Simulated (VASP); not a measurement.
Set up this calculation in VASP 6.6.1, as the native input.

- Task: electric field gradients
- Functional: LDA
- Potentials or basis: VASP PAW LDA potentials, release 64 (Ga_d, P)
- Cutoff: 520 eV
- k mesh: 10 × 10 × 10
- Occupations: fermi-dirac, width 0.05 eV
- Spin: no spin polarisation
- Dipole correction: no
- Further INCAR settings: ALGO = Normal; EDIFF = 1e-08; NBANDS = 16

The structure of GaP lies in POSCAR:

```
GaP
1.0
    0.0000000000      2.7432985392      2.7432985392
    2.7432985392      0.0000000000      2.7432985392
    2.7432985392      2.7432985392      0.0000000000
Ga P
1 1
Direct
    0.0000000000      0.0000000000      0.0000000000
    0.7500000000      0.7500000000      0.7500000000
```

This cell differs from its parent crystal: volume scaled by 1.02.

One way to write it, as run:

INCAR

```
SYSTEM = GaP
ALGO     = Normal         ! electronic algorithm
EDIFF    = 1E-8           ! SCF threshold, eV
ENCUT    = 520            ! plane-wave cutoff, eV
GGA      = CA             ! functional
ISIF     = 2              ! what is computed and relaxed
ISMEAR   = -1             ! smearing method
LASPH    = .TRUE.         ! aspherical terms in the spheres
LCHARG   = .FALSE.        ! write CHGCAR
LEFG     = .TRUE.       
LREAL    = .FALSE.        ! projectors in reciprocal space
LWAVE    = .FALSE.        ! write WAVECAR
NBANDS   = 16             ! bands
NELM     = 60             ! most SCF steps
PREC     = Accurate       ! precision mode
SIGMA    = 0.05           ! smearing width, eV
```

KPOINTS

```
k-points
0
G
  10 10 10
  0 0 0
```

Potentials or basis: VASP PAW LDA potentials, release 64 (Ga_d, P).

Command:

```console
$ cat potpaw_LDA.64/Ga_d/POTCAR potpaw_LDA.64/P/POTCAR > POTCAR
$ mpirun -np 1 vasp_std > vasp.out
```

Results of the run:

```json
{"Pressure": "-4.1 GPa", "Band gap on the k mesh": "1.46 eV, indirect (least direct gap 1.47 eV)"}
```

Caveat: without QUAD_EFG the Cq values of the log hold for a quadrupole moment of 1 mb, not for the nuclei.

Wall time 27 s on 1 thread of AMD EPYC 7R43 64-Core Processor (Zen 3), on a shared host, peak memory 0.13 GiB.
